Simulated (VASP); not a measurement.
# In (Pm-3m) in VASP: notebook, part 2 of 2

VASP 6.6.1. Earlier steps stand in the parts before.

## Step 3: Single point, LDA (volume scaled by 0.88)

INCAR reads:

```
SYSTEM = In
PREC = Accurate ; ENCUT = 520
EDIFF = 1E-6 ; ISMEAR = -1
SIGMA = 0.1 ; LREAL = .FALSE.
LASPH = .TRUE. ; NELM = 80
ALGO = Normal ; ISIF = 2
LWAVE = .FALSE. ; LCHARG = .TRUE.
LELF = .TRUE. ; LVHAR = .TRUE.
NBANDS = 12
```

KPOINTS reads:

```
Automatic mesh
0
G
  12 12 12
  0 0 0
```

POSCAR reads:

```
In
1.0
    2.8475356487      0.0000000000      0.0000000000
    0.0000000000      2.8475356487      0.0000000000
    0.0000000000      0.0000000000      2.8475356487
In
1
Direct
    0.0000000000      0.0000000000      0.0000000000
```

Potentials or basis: VASP PAW LDA potentials, release 64 (In_d).

Started as:

```bash
$ cat potpaw_LDA.64/In_d/POTCAR > POTCAR
$ mpirun -np 1 vasp_std > vasp.out
```

OUTCAR:

```text
SYSTEM = In
   PREC = Accurate
   ENCUT = 520
   EDIFF = 1E-6
   ISMEAR = -1
   LREAL = .FALSE.
   LASPH = .TRUE.
   NELM = 80
   ISIF = 2

 ion  position               nearest neighbor table
   1  0.000  0.000  0.000-

  LATTYP: Found a simple cubic cell.
 ALAT       =     2.8475356487

  Lattice vectors:

 A1 = (   2.8475356487,   0.0000000000,   0.0000000000)
 A2 = (   0.0000000000,   2.8475356487,   0.0000000000)
 A3 = (   0.0000000000,   0.0000000000,   2.8475356487)

Analysis of symmetry for initial positions (statically):
=====================================================================
 Subroutine PRICEL returns:
 Original cell was already a primitive cell.

 Routine SETGRP: Setting up the symmetry group for a
 simple cubic supercell.

 Subroutine GETGRP returns: Found 48 space group operations
 (whereof 48 operations were pure point group operations)
 out of a pool of 48 trial point group operations.

The static configuration has the point symmetry O_h .

Analysis of symmetry for dynamics (positions and initial velocities):
=====================================================================
 Subroutine PRICEL returns:
 Original cell was already a primitive cell.

 Routine SETGRP: Setting up the symmetry group for a
 simple cubic supercell.

 Subroutine GETGRP returns: Found 48 space group operations
 (whereof 48 operations were pure point group operations)
 out of a pool of 48 trial point group operations.

The dynamic configuration has the point symmetry O_h .

 Subroutine INISYM returns: Found 48 space group operations
 (whereof 48 operations are pure point group operations),
 and found     1 'primitive' translations

----------------------------------------------------------------------------------------

                                     Primitive cell

  volume of cell :      23.0891

  direct lattice vectors                    reciprocal lattice vectors
     2.847535649  0.000000000  0.000000000     0.351180854  0.000000000  0.000000000
     0.000000000  2.847535649  0.000000000     0.000000000  0.351180854  0.000000000
     0.000000000  0.000000000  2.847535649     0.000000000  0.000000000  0.351180854

  length of vectors
     2.847535649  2.847535649  2.847535649     0.351180854  0.351180854  0.351180854

  position of ions in fractional coordinates (direct lattice)
     0.000000000  0.000000000  0.000000000

  ion indices of the primitive-cell ions
   primitive index   ion index
                 1           1

----------------------------------------------------------------------------------------

 KPOINTS: Automatic mesh

Automatic generation of k-mesh.
 Grid dimensions read from file:
 generate k-points for:   12   12   12

 Generating k-lattice:

  Cartesian coordinates                     Fractional coordinates (reciprocal lattice)
     0.029265071  0.000000000  0.000000000     0.083333333  0.000000000  0.000000000
     0.000000000  0.029265071  0.000000000     0.000000000  0.083333333  0.000000000
     0.000000000  0.000000000  0.029265071     0.000000000  0.000000000  0.083333333

  Length of vectors
     0.029265071  0.029265071  0.029265071

  Shift w.r.t. Gamma in fractional coordinates (k-lattice)
     0.000000000  0.000000000  0.000000000

 Subroutine IBZKPT returns following result:
 ===========================================

 Found     84 irreducible k-points:

 Following reciprocal coordinates:
            Coordinates               Weight
  0.000000  0.000000  0.000000      1.000000
  0.083333  0.000000  0.000000      6.000000
  0.166667  0.000000  0.000000      6.000000
  0.250000  0.000000  0.000000      6.000000
  0.333333  0.000000  0.000000      6.000000
  0.416667  0.000000  0.000000      6.000000
[... 16 lines left out ...]
  0.333333  0.333333  0.000000     12.000000
  0.416667  0.333333  0.000000     24.000000
 [... further k-points ...]
   k-points           NKPTS =     84   k-points in BZ     NKDIM =     84   number of bands    NBANDS=     12
   number of dos      NEDOS =    301   number of ions     NIONS =      1
   total plane-waves  NPLWV =  13824
   dimension x,y,z NGX =    24 NGY =   24 NGZ =   24
   dimension x,y,z NGXF=    48 NGYF=   48 NGZF=   48
   ions per type =               1
   NGX,Y,Z   is equivalent  to a cutoff of  14.01, 14.01, 14.01 a.u.
   NGXF,Y,Z  is equivalent  to a cutoff of  28.02, 28.02, 28.02 a.u.
 SYSTEM =  In
   PREC   = accura    normal or accurate (medium, high low for compatibility)
   ISTART =      0    job   : 0-new  1-cont  2-samecut
   ICHARG =      2    charge: 1-file 2-atom 10-const
   ISPIN  =      1    spin polarized calculation?
   LNONCOLLINEAR =      F non collinear calculations
   LSORBIT =      F    spin-orbit coupling
   LASPH  =      T    aspherical Exc in radial PAW
   ENCUT  =  520.0 eV  38.22 Ry    6.18 a.u.   5.29  5.29  5.29*2*pi/ulx,y,z
   NELM   =     80;   NELMIN=  2; NELMDL= -5     # of ELM steps
   EDIFF  = 0.1E-05   stopping-criterion for ELM
   LREAL  =      F    real-space projection
   EDIFFG = 0.1E-04   stopping-criterion for IOM
   NSW    =      0    number of steps for IOM
   IBRION =     -1    ionic relax: 0-MD 1-quasi-New 2-CG
   NFREE  =      0    steps in history (QN), initial steepest desc. (CG)
   ISIF   =      2    stress and relaxation
   ISYM   =      2    0-nonsym 1-usesym 2-fastsym
   POTIM  = 0.5000    time-step for ionic-motion
   TEBEG  =    0.0;   TEEND  =   0.0 temperature during run
   PSTRESS=    0.0 pullay stress
   NELECT =      13.0000    total number of electrons
   NUPDOWN=      -1.0000    fix difference up-down
   EMIN   =  10.00;   EMAX   =-10.00  energy-range for DOS
   EFERMI =   0.00;   METHOD = LEGACY
   ISMEAR =    -1;   SIGMA  =   0.10  broadening in eV -4-tet -1-fermi 0-gaus
   EFERMI_NEDOS =   21; number of points for ismear=-14 and -15
   IALGO  =     38    algorithm
   IMIX   =      4    mixing-type and parameters
     AMIX     =   0.40;   BMIX     =  1.00
     AMIX_MAG =   1.60;   BMIX_MAG =  1.00
  volume/ion in A,a.u.               =      23.09       155.81
  Fermi-wavevector in a.u.,A,eV,Ry     =   1.351824  2.554577 24.863664  1.827428
  Thomas-Fermi vector in A             =   2.479214
   LORBIT       =      0    0 simple, 1 ext, 2 COOP (PROOUT), +10 PAW based schemes
   GGA     = CA    functional components
   LHFCALC =     F    Hartree Fock is set to
   AEXX    =    0.0000 exact exchange contribution
   IVDW    =     0    specifies the selected vdW correction
   LEPSILON=     F    determine dielectric tensor
   LRPA    =     F    only Hartree local field effects (RPA)
 non-spin polarized calculation
  energy-cutoff  :      520.00
  volume of cell :       23.09
 maximum number of plane-waves:       635
 NGX is ok and might be reduce to    24
   NGX = 11   NGY = 11   NGZ = 11

 number of electron      13.0000005 magnetization

 Free energy of the ion-electron system (eV)
  ---------------------------------------------------
  ext. energy  EPLUGINS =         0.00000000
  ---------------------------------------------------
  free energy    TOTEN  =        -3.07554463 eV

  energy without entropy =       -3.06164312  energy(sigma->0) =       -3.06859388

 E-fermi :   8.4744     XC(G=0): -11.0528

 val. band max:        8.4261466825   @ k =   0.3333   0.1667   0.0833
 cond. band min:       8.5001836362   @ k =   0.5000   0.4167   0.2500
 fundamental gap:      0.0740369537
 Fermi energy:         8.4744292994

 k-point     1 :       0.0000    0.0000    0.0000
  band No.  band energies     occupation
      1      -6.8850      2.00000
      2      -6.8850      2.00000
      3      -5.6764      2.00000
      4      -5.6764      2.00000
      5      -5.6764      2.00000
      6      -1.9253      2.00000
      7      16.8220      0.00000
      8      16.8220      0.00000
      9      16.8220      0.00000
     10      20.5691      0.00000
     11      20.5691      0.00000
     12      22.2074      0.00000
[... 331 lines left out ...]
 k-point    24 :       0.4167    0.3333    0.0000
  band No.  band energies     occupation
      1      -6.5141      2.00000
      2      -6.4183      2.00000
      3      -5.9597      2.00000
      4      -5.8929      2.00000
      5      -5.6436      2.00000
      6       3.8242      2.00000
      7       7.5915      1.99971
      8      11.2149      0.00000
      9      15.4694      0.00000
     10      22.9935      0.00000
     11      23.6684      0.00000
     12      25.6616      0.00000

 [... further k-points ...]

------------------------ aborting loop because EDIFF is reached ----------------------------------------

  FORCE on cell =-STRESS in cart. coord.  units (eV):
  Direction    XX          YY          ZZ          XY          YZ          ZX
  --------------------------------------------------------------------------------------
  -------------------------------------------------------------------------------------
  Total        1.1965846      1.1965846      1.1965846     -0.0000000     -0.0000000      0.0000000
  in kB       83.0321901     83.0321901     83.0321901     -0.0000000     -0.0000000      0.0000000
  external PRESSURE =      83.0321901 kB  Pullay stress =       0.0000000 kB

 VOLUME and BASIS-vectors are now :
 -----------------------------------------------------------------------------
  energy-cutoff  :      520.00
  volume of cell :       23.09
      direct lattice vectors                 reciprocal lattice vectors
     2.847535649  0.000000000  0.000000000     0.351180854  0.000000000  0.000000000
     0.000000000  2.847535649  0.000000000     0.000000000  0.351180854  0.000000000
     0.000000000  0.000000000  2.847535649     0.000000000  0.000000000  0.351180854

 POSITION                                       TOTAL-FORCE (eV/Angst)
 -----------------------------------------------------------------------------------
      0.00000      0.00000      0.00000         0.000000      0.000000      0.000000
 -----------------------------------------------------------------------------------
    total drift:                                0.000000      0.000000      0.000000

  FREE ENERGIE OF THE ION-ELECTRON SYSTEM (eV)
  ---------------------------------------------------
  free  energy   TOTEN  =        -3.0755446293 eV

  energy  without entropy=       -3.0616431227  energy(sigma->0) =       -3.06859388
```

OSZICAR:

```text
N       E                     dE             d eps       ncg     rms          rms(c)
DAV:   1     0.793734770964E+02    0.79373E+02   -0.62711E+03  2060   0.143E+03
DAV:   2     0.627136980713E+00   -0.78746E+02   -0.76723E+02  2104   0.301E+02
DAV:   3    -0.304784545305E+01   -0.36750E+01   -0.36636E+01  2456   0.659E+01
DAV:   4    -0.313037879984E+01   -0.82533E-01   -0.82508E-01  2480   0.945E+00
DAV:   5    -0.313406674954E+01   -0.36879E-02   -0.36878E-02  2668   0.182E+00    0.384E+00
DAV:   6    -0.308766341861E+01    0.46403E-01   -0.67005E-02  2524   0.562E+00    0.178E+00
DAV:   7    -0.307675738776E+01    0.10906E-01   -0.18164E-02  3104   0.264E+00    0.330E-01
DAV:   8    -0.307556729492E+01    0.11901E-02   -0.10557E-03  2452   0.620E-01    0.513E-02
DAV:   9    -0.307554377609E+01    0.23519E-04   -0.24361E-05  3200   0.742E-02    0.284E-02
DAV:  10    -0.307554462926E+01   -0.85317E-06   -0.97596E-07  1684   0.101E-02
   1 F= -.30755446E+01 E0= -.30685939E+01  d E =-.139015E-01
```

Run time: 9.5 s. Hardware: 1 thread of Intel Xeon Platinum 8488C (Sapphire Rapids), shared host; peak memory 0.13 GiB.

Results:

```yaml
Free_energy: -3.0755 eV
Pressure: 8.3 GPa
```

Levels at points of the mesh, in eV from the Fermi level:
| k point | band 4 | band 5 | band 6 | band 7 | band 8 | band 9 |
| --- | --- | --- | --- | --- | --- | --- |
| (0.00, 0.00, 0.00) | -14.15 | -14.15 | -10.40 | 8.35 | 8.35 | 8.35 |
| (0.50, 0.00, 0.00) | -14.49 | -14.12 | -5.64 | -4.25 | 12.23 | 12.23 |
| (0.50, 0.50, 0.00) | -14.44 | -13.82 | -0.90 | -0.90 | -0.79 | 4.19 |
| (0.50, 0.50, 0.50) | -13.80 | -13.80 | 2.46 | 2.46 | 2.46 | 5.15 |

Caveat: spin-orbit coupling is left out, which moves the levels of the heavy elements.
